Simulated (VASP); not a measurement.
# Ru (P6/mmm) in VASP: single point with PBEsol

Aim: the single point of Ru with PBEsol.

Everything below comes from runs of VASP 6.6.1. Logs are shortened: lines on timing, memory, paths and dates and some standing lists are left out, and cuts for length are marked.

### Step 1. The cell of the first run

The structure is hexagonal, space group P6/mmm (No. 191). Conventional cell: a = 4.048 Å, b = 4.048 Å, c = 2.540 Å, α = 90.00°, β = 90.00°, γ = 120.00°. Ru (site symmetry 6/mmm) has 14 Ru at 2.54 to 2.66 Å within 3.4 Å. Within 3.1 Å of Ru (site symmetry -6m2) lie 11 Ru at 2.34 to 2.66 Å.

This isn't the form of Ru at room conditions, which is hcp.

### Step 2. Single point, PBEsol (12.01 Å³/atom)

Contents of INCAR:

```
SYSTEM = Ru
PREC = Accurate
ENCUT = 600
EDIFF = 1E-6
ISMEAR = -1
SIGMA = 0.1
LREAL = .False.
LASPH = .True.
NELM = 120
ALGO = Normal
ISIF = 2
LWAVE = .False.
LCHARG = .False.
GGA = PS
NBANDS = 31
GGA_COMPAT = .False.
```

Contents of KPOINTS:

```
Automatic mesh
0
Gamma
  10 10 13
  0 0 0
```

Contents of POSCAR:

```
Ru
1.0
    4.0475158804      0.0000000000      0.0000000000
   -2.0237579402      3.5052515747      0.0000000000
    0.0000000000      0.0000000000      2.5401895834
Ru
3
Direct
    0.0000000000      1.0000000000      0.0000000000
    0.3333333333      0.6666666667      0.5000000000
    0.6666666667      0.3333333333      0.5000000000
```

Potentials or basis: VASP PAW PBE potentials, release 64 (Ru_sv).

Command:

```
$ cat potpaw_PBE.64/Ru_sv/POTCAR > POTCAR
$ mpirun -np 1 vasp_std > vasp.out
```

OUTCAR:

```text
SYSTEM = Ru
   PREC = Accurate
   ENCUT = 600
   EDIFF = 1E-6
   ISMEAR = -1
   LREAL = .False.
   LASPH = .True.
   NELM = 120
   ISIF = 2
   GGA = PS

 ion  position               nearest neighbor table
   1  0.000  0.000  0.000-   2 2.66   3 2.66   2 2.66   3 2.66   3 2.66   3 2.66   2 2.66   2 2.66
                             3 2.66   3 2.66   2 2.66   2 2.66
   2  0.333  0.667  0.500-   3 2.34   3 2.34   3 2.34   1 2.66   1 2.66   1 2.66   1 2.66   1 2.66
                             1 2.66
   3  0.667  0.333  0.500-   2 2.34   2 2.34   2 2.34   1 2.66   1 2.66   1 2.66   1 2.66   1 2.66
                             1 2.66

  LATTYP: Found a hexagonal cell.
 ALAT       =     4.0475158804
 C/A-ratio  =     0.6275922463

  Lattice vectors:

 A1 = (   4.0475158804,   0.0000000000,   0.0000000000)
 A2 = (  -2.0237579402,   3.5052515747,   0.0000000000)
 A3 = (   0.0000000000,   0.0000000000,   2.5401895834)

Analysis of symmetry for initial positions (statically):
=====================================================================
 Subroutine PRICEL returns:
 Original cell was already a primitive cell.

 Routine SETGRP: Setting up the symmetry group for a
 hexagonal supercell.

 Subroutine GETGRP returns: Found 24 space group operations
 (whereof 24 operations were pure point group operations)
 out of a pool of 24 trial point group operations.

The static configuration has the point symmetry D_6h.

Analysis of symmetry for dynamics (positions and initial velocities):
=====================================================================
 Subroutine PRICEL returns:
 Original cell was already a primitive cell.

 Routine SETGRP: Setting up the symmetry group for a
 hexagonal supercell.

 Subroutine GETGRP returns: Found 24 space group operations
 (whereof 24 operations were pure point group operations)
 out of a pool of 24 trial point group operations.

The dynamic configuration has the point symmetry D_6h.

 Subroutine INISYM returns: Found 24 space group operations
 (whereof 24 operations are pure point group operations),
 and found     1 'primitive' translations

----------------------------------------------------------------------------------------

                                     Primitive cell

  volume of cell :      36.0391

  direct lattice vectors                    reciprocal lattice vectors
     4.047515880  0.000000000  0.000000000     0.247065121  0.142643114  0.000000000
    -2.023757940  3.505251575  0.000000000     0.000000000  0.285286228  0.000000000
     0.000000000  0.000000000  2.540189583     0.000000000  0.000000000  0.393671404

  length of vectors
     4.047515880  4.047515880  2.540189583     0.285286228  0.285286228  0.393671404

  position of ions in fractional coordinates (direct lattice)
     0.000000000  0.000000000  0.000000000
     0.333333333  0.666666667  0.500000000
     0.666666667  0.333333333  0.500000000

  ion indices of the primitive-cell ions
   primitive index   ion index
                 1           1
                 2           2
                 3           3

----------------------------------------------------------------------------------------

 KPOINTS: Automatic mesh

Automatic generation of k-mesh.
 Grid dimensions read from file:
 generate k-points for:   10   10   13

 Generating k-lattice:

  Cartesian coordinates                     Fractional coordinates (reciprocal lattice)
     0.024706512  0.014264311  0.000000000     0.100000000  0.000000000  0.000000000
     0.000000000  0.028528623  0.000000000     0.000000000  0.100000000  0.000000000
     0.000000000  0.000000000  0.030282416     0.000000000  0.000000000  0.076923077

  Length of vectors
     0.028528623  0.028528623  0.030282416

  Shift w.r.t. Gamma in fractional coordinates (k-lattice)
     0.000000000  0.000000000  0.000000000

 Subroutine IBZKPT returns following result:
 ===========================================

 Found     98 irreducible k-points:

 Following reciprocal coordinates:
            Coordinates               Weight
  0.000000  0.000000  0.000000      1.000000
  0.100000 -0.000000  0.000000      6.000000
  0.200000 -0.000000  0.000000      6.000000
  0.300000 -0.000000  0.000000      6.000000
  0.400000 -0.000000  0.000000      6.000000
  0.500000 -0.000000  0.000000      3.000000
[... 16 lines left out ...]
  0.300000  0.100000  0.076923     24.000000
  0.400000  0.100000  0.076923     24.000000
 [... further k-points ...]
   k-points           NKPTS =     98   k-points in BZ     NKDIM =     98   number of bands    NBANDS=     31
   number of dos      NEDOS =    301   number of ions     NIONS =      3
   total plane-waves  NPLWV =  20480
   dimension x,y,z NGX =    32 NGY =   32 NGZ =   20
   dimension x,y,z NGXF=    64 NGYF=   64 NGZF=   40
   ions per type =               3
   NGX,Y,Z   is equivalent  to a cutoff of  13.14, 13.14, 13.09 a.u.
   NGXF,Y,Z  is equivalent  to a cutoff of  26.29, 26.29, 26.18 a.u.
 SYSTEM =  Ru
   PREC   = accura    normal or accurate (medium, high low for compatibility)
   ISTART =      0    job   : 0-new  1-cont  2-samecut
   ICHARG =      2    charge: 1-file 2-atom 10-const
   ISPIN  =      1    spin polarized calculation?
   LNONCOLLINEAR =      F non collinear calculations
   LSORBIT =      F    spin-orbit coupling
   LASPH  =      T    aspherical Exc in radial PAW
   ENCUT  =  600.0 eV  44.10 Ry    6.64 a.u.   8.08  8.08  5.07*2*pi/ulx,y,z
   NELM   =    120;   NELMIN=  2; NELMDL= -5     # of ELM steps
   EDIFF  = 0.1E-05   stopping-criterion for ELM
   LREAL  =      F    real-space projection
[... 7 lines left out ...]
   TEBEG  =    0.0;   TEEND  =   0.0 temperature during run
   PSTRESS=    0.0 pullay stress
   NELECT =      48.0000    total number of electrons
   NUPDOWN=      -1.0000    fix difference up-down
   EMIN   =  10.00;   EMAX   =-10.00  energy-range for DOS
   EFERMI =   0.00;   METHOD = LEGACY
   ISMEAR =    -1;   SIGMA  =   0.10  broadening in eV -4-tet -1-fermi 0-gaus
   EFERMI_NEDOS =   21; number of points for ismear=-14 and -15
   IALGO  =     38    algorithm
   IMIX   =      4    mixing-type and parameters
     AMIX     =   0.40;   BMIX     =  1.00
     AMIX_MAG =   1.60;   BMIX_MAG =  1.00
  volume/ion in A,a.u.               =      12.01        81.07
  Fermi-wavevector in a.u.,A,eV,Ry     =   1.801208  3.403790 44.142082  3.244351
  Thomas-Fermi vector in A             =   2.861778
   LORBIT       =      0    0 simple, 1 ext, 2 COOP (PROOUT), +10 PAW based schemes
   GGA     = PS    functional components
   LHFCALC =     F    Hartree Fock is set to
   AEXX    =    0.0000 exact exchange contribution
   IVDW    =     0    specifies the selected vdW correction
   LEPSILON=     F    determine dielectric tensor
   LRPA    =     F    only Hartree local field effects (RPA)
 non-spin polarized calculation
  energy-cutoff  :      600.00
  volume of cell :       36.04
 maximum number of plane-waves:      1221
   NGX = 17   NGY = 17   NGZ = 11

 number of electron      48.0000013 magnetization

 Free energy of the ion-electron system (eV)
  ---------------------------------------------------
  ext. energy  EPLUGINS =         0.00000000
  ---------------------------------------------------
  free energy    TOTEN  =       -29.11475720 eV

  energy without entropy =      -29.02392142  energy(sigma->0) =      -29.06933931

 E-fermi :  17.9241     XC(G=0): -15.1782

 val. band max:       17.9068154508   @ k =   0.1000  -0.0000   0.3077
 cond. band min:      17.9260286560   @ k =   0.1000  -0.0000   0.2308
 fundamental gap:      0.0192132052
 Fermi energy:        17.9241080470

 k-point     1 :       0.0000    0.0000    0.0000
  band No.  band energies     occupation
      1     -55.6892      2.00000
      2     -55.2806      2.00000
      3     -55.1951      2.00000
      4     -26.2155      2.00000
      5     -26.2155      2.00000
      6     -25.6655      2.00000
[... 23 lines left out ...]
     30      28.5189      0.00000
     31      28.7540      0.00000

 k-point     2 :       0.1000   -0.0000    0.0000
  band No.  band energies     occupation
      1     -55.6771      2.00000
      2     -55.2836      2.00000
      3     -55.2048      2.00000
      4     -26.2632      2.00000
      5     -26.2288      2.00000
      6     -25.6070      2.00000
[... 23 lines left out ...]
     30      26.8119      0.00000
     31      29.1998      0.00000

 k-point     3 :       0.2000   -0.0000    0.0000
  band No.  band energies     occupation
      1     -55.6424      2.00000
      2     -55.2928      2.00000
      3     -55.2321      2.00000
      4     -26.3607      2.00000
      5     -26.2264      2.00000
      6     -25.4787      2.00000
[... 23 lines left out ...]
     30      24.9953      0.00000
     31      29.4796      0.00000

 k-point     4 :       0.3000   -0.0000    0.0000
  band No.  band energies     occupation
      1     -55.5897      2.00000
      2     -55.3123      2.00000
      3     -55.2675      2.00000
      4     -26.4532      2.00000
      5     -26.1595      2.00000
      6     -25.3398      2.00000
[... 23 lines left out ...]
     30      23.2148      0.00000
     31      29.8020      0.00000

 k-point     5 :       0.4000   -0.0000    0.0000
  band No.  band energies     occupation
      1     -55.5283      2.00000
      2     -55.3554      2.00000
      3     -55.2876      2.00000
      4     -26.5158      2.00000
      5     -26.0239      2.00000
      6     -25.4280      2.00000
[... 23 lines left out ...]
     30      21.5128      0.00000
     31      30.0978      0.00000
[... 542 lines left out ...]
     30      25.5424      0.00000
     31      29.7323      0.00000

 k-point    22 :       0.2000    0.1000    0.0769
  band No.  band energies     occupation
      1     -55.6014      2.00000
      2     -55.2966      2.00000
      3     -55.2514      2.00000
      4     -26.3872      2.00000
      5     -26.2076      2.00000
      6     -25.3729      2.00000
[... 23 lines left out ...]
     30      23.9628      0.00000
     31      30.0954      0.00000

 k-point    23 :       0.3000    0.1000    0.0769
  band No.  band energies     occupation
      1     -55.5442      2.00000
      2     -55.3235      2.00000
      3     -55.2835      2.00000
      4     -26.4528      2.00000
      5     -26.1113      2.00000
      6     -25.3647      2.00000
[... 23 lines left out ...]
     30      22.4380      0.00000
     31      30.3435      0.00000

 k-point    24 :       0.4000    0.1000    0.0769
  band No.  band energies     occupation
      1     -55.4876      2.00000
      2     -55.3705      2.00000
      3     -55.2944      2.00000
      4     -26.4897      2.00000
      5     -25.9692      2.00000
      6     -25.5695      2.00000
[... 23 lines left out ...]
     30      21.0798      0.00000
     31      30.5029      0.00000

 [... further k-points ...]
[... 5 lines left out ...]
  --------------------------------------------------------------------------------------
  -------------------------------------------------------------------------------------
  Total       13.0122776     13.0122776     11.7237766      0.0000000     -0.0000000      0.0000000
  in kB      578.4822206    578.4822206    521.1997901      0.0000000     -0.0000000      0.0000000
  external PRESSURE =     559.3880771 kB  Pullay stress =       0.0000000 kB

 VOLUME and BASIS-vectors are now :
 -----------------------------------------------------------------------------
  energy-cutoff  :      600.00
  volume of cell :       36.04
      direct lattice vectors                 reciprocal lattice vectors
     4.047515880  0.000000000  0.000000000     0.247065121  0.142643114  0.000000000
    -2.023757940  3.505251575  0.000000000     0.000000000  0.285286228  0.000000000
     0.000000000  0.000000000  2.540189583     0.000000000  0.000000000  0.393671404

 POSITION                                       TOTAL-FORCE (eV/Angst)
 -----------------------------------------------------------------------------------
      0.00000      0.00000      0.00000        -0.000000      0.000000     -0.000000
     -0.00000      2.33683      1.27009         0.000000      0.000000      0.000000
      2.02376      1.16842      1.27009        -0.000000     -0.000000     -0.000000
 -----------------------------------------------------------------------------------
    total drift:                               -0.000000      0.000000      0.000000

  FREE ENERGIE OF THE ION-ELECTRON SYSTEM (eV)
  ---------------------------------------------------
  free  energy   TOTEN  =       -29.1147572029 eV

  energy  without entropy=      -29.0239214225  energy(sigma->0) =      -29.06933931
```

It took 2.2 min on 1 thread of AMD EPYC 7R43 (Zen 3), shared host; peak memory 0.18 GiB.

Results:

* Free energy: -29.1148 eV
* Pressure: 55.9 GPa
* Band gap on the k mesh: zero (bands 24 and 25 overlap by 2.94 eV)

Stress tensor (GPa, compression positive):
```
57.85  0.00  0.00
 0.00 57.85  0.00
 0.00  0.00 52.12
```

Levels at points of the mesh, in eV from the Fermi level:
```
           k point  band 20  band 21  band 22  band 23  band 24  band 25  band 26  band 27  band 28  band 29
(0.00, 0.00, 0.00)    -3.47    -2.66    -2.66    -1.81    -1.81    -1.70    -1.70     2.16     2.16    10.59
(0.50, 0.00, 0.00)    -3.24    -3.03    -1.47    -1.39     0.53     1.03     1.04     1.08     1.48     1.56
```

Caveat: the cell stands under pressure; the PAW data sets were made with another functional, which shifts forces and pressure a little.
